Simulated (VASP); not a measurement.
# Cu (Fm-3m) in VASP: a series of runs

Runs on Cu. Level: PBEsol+D3(BJ). Tasks: single point, relaxation of cell and atoms.

All numbers are computed with VASP 6.6.1; they aren't measurements. Logs are shortened: lines on timing, memory, paths and dates and some standing lists are left out, and cuts for length are marked.

### Step 1. The cell of the first run

It takes space group Fm-3m (No. 225, cubic). Conventional cell: a = 3.509 Å, b = 3.509 Å, c = 3.509 Å, α = 90.00°, β = 90.00°, γ = 90.00°. Cu (site symmetry m-3m) has 12 Cu at 2.48 Å within 3.3 Å.

### Step 2. Single point, PBEsol+D3(BJ)

INCAR reads:

```
SYSTEM = Cu
  ALGO = Normal
  EDIFF = 1E-7
  ENCUT = 520
  GGA = PS
  ISIF = 2
  ISMEAR = 1
  IVDW = 12
  LASPH = .True.
  LCHARG = .False.
  LREAL = .False.
  LWAVE = .False.
  NBANDS = 12
  NELM = 100
  PREC = Accurate
  SIGMA = 0.05
```

KPOINTS reads:

```
k-points
0
Gamma
  11 11 11
  0 0 0
```

POSCAR reads:

```
Cu
1.0
    0.0000000000      1.7543279721      1.7543279721
    1.7543279721      0.0000000000      1.7543279721
    1.7543279721      1.7543279721      0.0000000000
Cu
1
Direct
    0.0000000000      0.0000000000      0.0000000000
```

Potentials or basis: VASP PAW PBE potentials, release 64 (Cu).

On the command line:

```sh
> cat potpaw_PBE.64/Cu/POTCAR > POTCAR
> mpirun -np 1 vasp_std > vasp.out
```

OUTCAR:

```text
SYSTEM = Cu
   EDIFF = 1E-7
   ENCUT = 520
   GGA = PS
   ISIF = 2
   ISMEAR = 1
   IVDW = 12
   LASPH = .True.
   LREAL = .False.
   NELM = 100
   PREC = Accurate
 IVDW          = 12

 ion  position               nearest neighbor table
   1  0.000  0.000  0.000-

  LATTYP: Found a face centered cubic cell.
 ALAT       =     3.5086559442

  Lattice vectors:

 A1 = (   0.0000000000,   1.7543279721,   1.7543279721)
 A2 = (   1.7543279721,   0.0000000000,   1.7543279721)
 A3 = (   1.7543279721,   1.7543279721,   0.0000000000)

Analysis of symmetry for initial positions (statically):
=====================================================================
 Subroutine PRICEL returns:
 Original cell was already a primitive cell.

 Routine SETGRP: Setting up the symmetry group for a
 face centered cubic supercell.

 Subroutine GETGRP returns: Found 48 space group operations
[... 9 lines left out ...]

 Routine SETGRP: Setting up the symmetry group for a
 face centered cubic supercell.

 Subroutine GETGRP returns: Found 48 space group operations
[... 11 lines left out ...]
                                     Primitive cell

  volume of cell :      10.7985

  direct lattice vectors                    reciprocal lattice vectors
     0.000000000  1.754327972  1.754327972    -0.285009421  0.285009421  0.285009421
     1.754327972  0.000000000  1.754327972     0.285009421 -0.285009421  0.285009421
     1.754327972  1.754327972  0.000000000     0.285009421  0.285009421 -0.285009421

  length of vectors
     2.480994411  2.480994411  2.480994411     0.493650798  0.493650798  0.493650798

  position of ions in fractional coordinates (direct lattice)
     0.000000000  0.000000000  0.000000000

  ion indices of the primitive-cell ions
   primitive index   ion index
                 1           1

----------------------------------------------------------------------------------------

 KPOINTS: k-points

Automatic generation of k-mesh.
 Grid dimensions read from file:
 generate k-points for:   11   11   11

 Generating k-lattice:

  Cartesian coordinates                     Fractional coordinates (reciprocal lattice)
    -0.025909947  0.025909947  0.025909947     0.090909091  0.000000000  0.000000000
     0.025909947 -0.025909947  0.025909947     0.000000000  0.090909091  0.000000000
     0.025909947  0.025909947 -0.025909947     0.000000000  0.000000000  0.090909091

  Length of vectors
     0.044877345  0.044877345  0.044877345

  Shift w.r.t. Gamma in fractional coordinates (k-lattice)
     0.000000000  0.000000000  0.000000000

 Subroutine IBZKPT returns following result:
 ===========================================
[... 56 lines left out ...]
   POTIM  = 0.5000    time-step for ionic-motion
   TEBEG  =    0.0;   TEEND  =   0.0 temperature during run
   PSTRESS=    0.0 pullay stress
   NELECT =      11.0000    total number of electrons
   NUPDOWN=      -1.0000    fix difference up-down
   EMIN   =  10.00;   EMAX   =-10.00  energy-range for DOS
   EFERMI =   0.00;   METHOD = LEGACY
   ISMEAR =     1;   SIGMA  =   0.05  broadening in eV -4-tet -1-fermi 0-gaus
   EFERMI_NEDOS =   21; number of points for ismear=-14 and -15
   IALGO  =     38    algorithm
   IMIX   =      4    mixing-type and parameters
     AMIX     =   0.40;   BMIX     =  1.00
     AMIX_MAG =   1.60;   BMIX_MAG =  1.00
  volume/ion in A,a.u.               =      10.80        72.87
  Fermi-wavevector in a.u.,A,eV,Ry     =   1.647220  3.112794 36.917146  2.713334
  Thomas-Fermi vector in A             =   2.736716
   LORBIT       =      0    0 simple, 1 ext, 2 COOP (PROOUT), +10 PAW based schemes
   GGA     = PS    functional components
   LHFCALC =     F    Hartree Fock is set to
   AEXX    =    0.0000 exact exchange contribution
   IVDW    =    12    specifies the selected vdW correction
   LEPSILON=     F    determine dielectric tensor
   LRPA    =     F    only Hartree local field effects (RPA)
 non-spin polarized calculation
 Methfessel and Paxton  Order N= 1 SIGMA  =   0.05
  energy-cutoff  :      520.00
  volume of cell :       10.80
 maximum number of plane-waves:       302
   NGX =  9   NGY =  9   NGZ =  9

 number of electron      10.9999993 magnetization

 Free energy of the ion-electron system (eV)
  ---------------------------------------------------
  ext. energy  EPLUGINS =         0.00000000
  ---------------------------------------------------
  free energy    TOTEN  =        -4.29924000 eV

  energy without entropy =       -4.29926282  energy(sigma->0) =       -4.29924761

 E-fermi :   8.6824     XC(G=0): -13.4395

 val. band max:        8.5310514084   @ k =   0.4545   0.2727   0.0000
 cond. band min:       8.7204475078   @ k =   0.4545   0.3636   0.0000
 fundamental gap:      0.1893960994
 Fermi energy:         8.6824214381

 k-point     1 :       0.0000    0.0000    0.0000
  band No.  band energies     occupation
      1      -1.5349      2.00000
      2       5.2425      2.00000
      3       5.2425      2.00000
      4       5.2425      2.00000
      5       6.1981      2.00000
      6       6.1981      2.00000
      7      31.8556      0.00000
      8      35.1783      0.00000
      9      35.1783      0.00000
     10      35.1783      0.00000
     11      37.7619      0.00000
     12      37.7619      0.00000
[... 331 lines left out ...]
 k-point    24 :      -0.1818    0.1818    0.0000
  band No.  band energies     occupation
      1       1.5601      2.00000
      2       4.7035      2.00000
      3       5.3041      2.00000
      4       5.8075      2.00000
      5       5.8238      2.00000
      6       6.9197      2.00000
      7      22.6586      0.00000
      8      23.4975      0.00000
      9      33.7679      0.00000
     10      34.3332      0.00000
     11      36.9981      0.00000
     12      39.4923      0.00000

 [... further k-points ...]

------------------------ aborting loop because EDIFF is reached ----------------------------------------

 Edisp (eV)   -0.57369

 E8    (eV) :    -0.3743

  FORCE on cell =-STRESS in cart. coord.  units (eV):
  Direction    XX          YY          ZZ          XY          YZ          ZX
  --------------------------------------------------------------------------------------
  -------------------------------------------------------------------------------------
  Total       0.04929     0.04929     0.04929    -0.00000    -0.00000    -0.00000
  in kB       7.31349     7.31349     7.31349    -0.00000    -0.00000    -0.00000
  external pressure =        7.31 kB  Pullay stress =        0.00 kB

 VOLUME and BASIS-vectors are now :
 -----------------------------------------------------------------------------
  energy-cutoff  :      520.00
  volume of cell :       10.80
      direct lattice vectors                 reciprocal lattice vectors
     0.000000000  1.754327972  1.754327972    -0.285009421  0.285009421  0.285009421
     1.754327972  0.000000000  1.754327972     0.285009421 -0.285009421  0.285009421
     1.754327972  1.754327972  0.000000000     0.285009421  0.285009421 -0.285009421

 POSITION                                       TOTAL-FORCE (eV/Angst)
 -----------------------------------------------------------------------------------
      0.00000      0.00000      0.00000         0.000000      0.000000     -0.000000
 -----------------------------------------------------------------------------------
    total drift:                                0.000000     -0.000000      0.000000

  FREE ENERGIE OF THE ION-ELECTRON SYSTEM (eV)
  ---------------------------------------------------
  free  energy   TOTEN  =        -4.8729301835 eV

  energy  without entropy=       -4.8729530067  energy(sigma->0) =       -4.87293779
```

OSZICAR:

```text
N       E                     dE             d eps       ncg     rms          rms(c)
DAV:   1     0.435636106320E+02    0.43564E+02   -0.53446E+03  1500   0.157E+03
DAV:   2    -0.404988307320E+01   -0.47613E+02   -0.43907E+02  1364   0.213E+02
DAV:   3    -0.540524641622E+01   -0.13554E+01   -0.13497E+01  1600   0.406E+01
DAV:   4    -0.541321174083E+01   -0.79653E-02   -0.79642E-02  1472   0.276E+00
DAV:   5    -0.541327776343E+01   -0.66023E-04   -0.66022E-04  1672   0.254E-01    0.847E+00
DAV:   6    -0.468037261890E+01    0.73291E+00   -0.15976E+01  1604   0.776E+01    0.377E+00
DAV:   7    -0.431586033078E+01    0.36451E+00   -0.22603E+00  1608   0.290E+01    0.628E-01
DAV:   8    -0.430089880810E+01    0.14962E-01   -0.48935E-03  1540   0.101E+00    0.301E-01
DAV:   9    -0.429922934091E+01    0.16695E-02   -0.85463E-03  1684   0.160E+00    0.184E-02
DAV:  10    -0.429923917226E+01   -0.98313E-05   -0.23839E-05  1676   0.712E-02    0.571E-03
DAV:  11    -0.429923997901E+01   -0.80675E-06   -0.54657E-07  1680   0.128E-02    0.245E-04
DAV:  12    -0.429924000014E+01   -0.21133E-07   -0.61275E-09   924   0.110E-03
   1 F= -.48729302E+01 E0= -.48729378E+01  d E =0.228232E-04
```

Wall time 4.4 s (1 thread of AMD EPYC 9R45 (Zen 5), shared host); peak memory 0.1 GiB.

What came out:

```
Free energy                : -4.8729 eV
Pressure                   : 0.7 GPa
Dispersion energy per atom : -0.574 eV
```

Caveat: the PAW data sets were made with another functional, which shifts forces and pressure a little; pairwise dispersion overbinds metals, which lowers pressure and volume.

### Step 3. Relaxation of cell and atoms, PBEsol+D3(BJ)

This run uses another cell than the first one, of 11.81 Å³/atom, 1.094 times its volume.

INCAR reads:

```
PREC = Accurate
ENCUT = 600
EDIFF = 1E-6
ISMEAR = 1
SIGMA = 0.05
LREAL = False
LASPH = True
NELM = 80
ALGO = Normal
ISIF = 3
LWAVE = False
LCHARG = False
GGA = PS
IVDW = 12
IBRION = 2
NSW = 60
EDIFFG = -0.02
```

KPOINTS reads:

```
Automatic mesh
0
Gamma
  11 11 11
```

POSCAR reads:

```
Cu
1.0
    0.0000000000      1.8075000000      1.8075000000
    1.8075000000      0.0000000000      1.8075000000
    1.8075000000      1.8075000000      0.0000000000
Cu
1
Direct
    0.0000000000      0.0000000000      0.0000000000
```

Potentials or basis: VASP PAW PBE potentials, release 64 (Cu).

On the command line:

```sh
> cat potpaw_PBE.64/Cu/POTCAR > POTCAR
> mpirun -np 1 vasp_std > vasp.out
```

OUTCAR:

```text
PREC = Accurate
   ENCUT = 600
   EDIFF = 1E-6
   ISMEAR = 1
   LREAL = False
   LASPH = True
   NELM = 80
   ISIF = 3
   GGA = PS
   IVDW = 12
   IBRION = 2
   NSW = 60
   EDIFFG = -0.02
 IVDW          = 12

 ion  position               nearest neighbor table
   1  0.000  0.000  0.000-

  LATTYP: Found a face centered cubic cell.
 ALAT       =     3.6150000000

  Lattice vectors:

 A1 = (   0.0000000000,   1.8075000000,   1.8075000000)
 A2 = (   1.8075000000,   0.0000000000,   1.8075000000)
 A3 = (   1.8075000000,   1.8075000000,   0.0000000000)

Analysis of symmetry for initial positions (statically):
=====================================================================
 Subroutine PRICEL returns:
 Original cell was already a primitive cell.

 Routine SETGRP: Setting up the symmetry group for a
 face centered cubic supercell.

 Subroutine GETGRP returns: Found 48 space group operations
[... 9 lines left out ...]

 Routine SETGRP: Setting up the symmetry group for a
 face centered cubic supercell.

 Subroutine GETGRP returns: Found 48 space group operations
[... 11 lines left out ...]
                                     Primitive cell

  volume of cell :      11.8104

  direct lattice vectors                    reciprocal lattice vectors
[... 123 lines left out ...]

--------------------------------------- Ionic step        1  -------------------------------------------

 number of electron      11.0000001 magnetization

 Free energy of the ion-electron system (eV)
  ---------------------------------------------------
  ext. energy  EPLUGINS =         0.00000000
  ---------------------------------------------------
  free energy    TOTEN  =        -4.30595288 eV

  energy without entropy =       -4.30597513  energy(sigma->0) =       -4.30596030

------------------------ aborting loop because EDIFF is reached ----------------------------------------

 Edisp (eV)   -0.52414

 E8    (eV) :    -0.3420
[... 69 lines left out ...]
--------------------------------------- Ionic step        3  -------------------------------------------

 number of electron      10.9999996 magnetization

 Free energy of the ion-electron system (eV)
  ---------------------------------------------------
  ext. energy  EPLUGINS =         0.00000000
  ---------------------------------------------------
  free energy    TOTEN  =        -4.30242601 eV

  energy without entropy =       -4.30244871  energy(sigma->0) =       -4.30243358

 E-fermi :   8.6241     XC(G=0): -13.4134

 val. band max:        8.4706348934   @ k =   0.4545   0.2727   0.0000
 cond. band min:       8.6621128291   @ k =   0.4545   0.3636   0.0000
 fundamental gap:      0.1914779357
 Fermi energy:         8.6240896617

 k-point     1 :       0.0000    0.0000    0.0000
  band No.  band energies     occupation
      1      -1.5585      2.00000
      2       5.1983      2.00000
      3       5.1983      2.00000
      4       5.1983      2.00000
      5       6.1475      2.00000
      6       6.1475      2.00000
      7      31.7623      0.00000
      8      35.0504      0.00000
      9      35.0504      0.00000
[... 265 lines left out ...]
 k-point    24 :      -0.1818    0.1818    0.0000
  band No.  band energies     occupation
      1       1.5280      2.00000
      2       4.6634      2.00000
      3       5.2600      2.00000
      4       5.7598      2.00000
      5       5.7761      2.00000
      6       6.8646      2.00000
      7      22.5608      0.00000
      8      23.3951      0.00000
      9      33.6517      0.00000

 [... further k-points ...]

------------------------ aborting loop because EDIFF is reached ----------------------------------------

 Edisp (eV)   -0.57119

 E8    (eV) :    -0.3727
[... 24 lines left out ...]
  FREE ENERGIE OF THE ION-ELECTRON SYSTEM (eV)
  ---------------------------------------------------
  free  energy   TOTEN  =        -4.8736157717 eV

  energy  without entropy=       -4.8736384786  energy(sigma->0) =       -4.87362334

 reached required accuracy - stopping structural energy minimisation
```

CONTCAR:

```text
Cu
   1.00000000000000
     0.0000000000000000    1.7568639781434330    1.7568639781434330
     1.7568639781434330   -0.0000000000000000    1.7568639781434330
     1.7568639781434330    1.7568639781434330    0.0000000000000000
  Cu
     1
Direct
     0.0000000000000000    0.0000000000000000    0.0000000000000000

  0.00000000E+00  0.00000000E+00  0.00000000E+00
```

Wall time 9.8 s (1 thread of AMD EPYC 9R45 (Zen 5), shared host); peak memory 0.11 GiB.

What came out:

| Quantity | Value |
| --- | --- |
| Free energy | -4.8736 eV |
| Relaxed volume | 10.85 Å³/atom |
| Relaxed cell | a = 2.485 Å, b = 2.485 Å, c = 2.485 Å, α = 60.00°, β = 60.00°, γ = 60.00° |
| Space group after relaxing (to 0.05 Å) | Fm-3m (No. 225) |
| Energy gained by relaxing | 43.5 meV/atom |
| Ionic steps | 3 |
| Pressure after relaxing | -0.1 GPa |
| Dispersion energy per atom | -0.571 eV |

The path:
```csv
step,energy change (eV),largest force (eV/Å),pressure (GPa),volume (Å³)
1,0.0000,0.0000,-13.17,11.81
2,-0.0206,0.0000,12.63,10.23
3,-0.0435,0.0000,-0.12,10.85
```

Final structure:
```
Cu
1.0
     0.00000    1.75686    1.75686
     1.75686    0.00000    1.75686
     1.75686    1.75686    0.00000
Cu
1
Direct
  0.00000 0.00000 0.00000
```

Caveat: the PAW data sets were made with another functional, which shifts forces and pressure a little; pairwise dispersion overbinds metals, which lowers pressure and volume.
